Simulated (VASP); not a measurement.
Here is a VASP 6.6.1 calculation.

Contents of INCAR:

```
SYSTEM = H14CO8
PREC     = Accurate       ! precision mode
ENCUT    = 520            ! plane-wave cutoff, eV
EDIFF    = 1E-7           ! SCF threshold, eV
ISMEAR   = -1             ! smearing method
SIGMA    = 0.02           ! smearing width, eV
LREAL    = Auto         
LASPH    = .True.         ! aspherical terms in the spheres
NELM     = 60             ! most SCF steps
ALGO     = Normal         ! electronic algorithm
ISIF     = 2              ! what is computed and relaxed
LWAVE    = .False.        ! write WAVECAR
LCHARG   = .False.        ! write CHGCAR
GGA      = PE             ! functional
NBANDS   = 50             ! bands
```

KPOINTS

```
Automatic mesh
0
Gamma
  1 1 1
  0 0 0
```

The input POSCAR:

```
H14CO8
1.0
    6.0248970000      0.0000000000      0.0000000000
    0.0000000000      6.0248970000      0.0000000000
    0.0000000000      0.0000000000      6.0248970000
O H C
8 14 1
Direct
    0.4949960140      0.9811122082      0.8337071986
    0.8356159450      0.0897608706      0.4947470471
    0.8638321950      0.4118078699      0.7733908148
    0.3078558853      0.2068749059      0.3960565633
    0.2173149184      0.6057364964     -0.1251971610
    0.0391210007     -0.0869890390      1.0666074457
    0.5841759618      0.6170561920      0.5062825140
    0.7557473597      0.5757608802      0.1760859978
    0.6490733369      0.9525640023      0.8383213854
    0.4783318287      1.1309902891      0.7938061016
    0.8058395023      0.1960863397      0.6277285736
    0.9194348053      0.1700112052      0.3770520890
    0.9969299060      0.3952598692      0.8505207641
    0.7306514950      0.4190611059      0.8621724156
    0.3012997567      0.1193049441      0.5243243162
    0.3203374265      0.1052632103      0.2758055449
    0.1275540478      0.7452907494     -0.1068234030
    0.3044367397      0.6295045376     -0.2644194581
   -0.0998025360      0.0111039243      1.0633210825
    0.0186227250     -0.2257797934      1.1655137009
    0.4656013207      0.5274944949      0.4349119993
    0.9364641420      0.6294215486      0.4509122729
    0.7664197413      0.6069149398      0.3772512626
```

Potentials or basis: VASP PAW PBE potentials, release 64 (O, H, C).

Launch:

```sh
$ cat potpaw_PBE.64/O/POTCAR potpaw_PBE.64/H/POTCAR potpaw_PBE.64/C/POTCAR > POTCAR
$ mpirun -np 1 vasp_gam > vasp.out
```

**Question.** What does it give for the pressure?

**Answer.** 2.4 GPa.

**Question.** Predict the largest force.

**Answer.** 3.637 eV/Å.

Stress tensor (GPa, compression positive):
```
2.10 0.86 0.86
0.86 1.52 1.19
0.86 1.19 3.49
```

Caveat: the k points lie up to 1.04 Å⁻¹ apart; the atoms stand as in a frame of molecular dynamics.
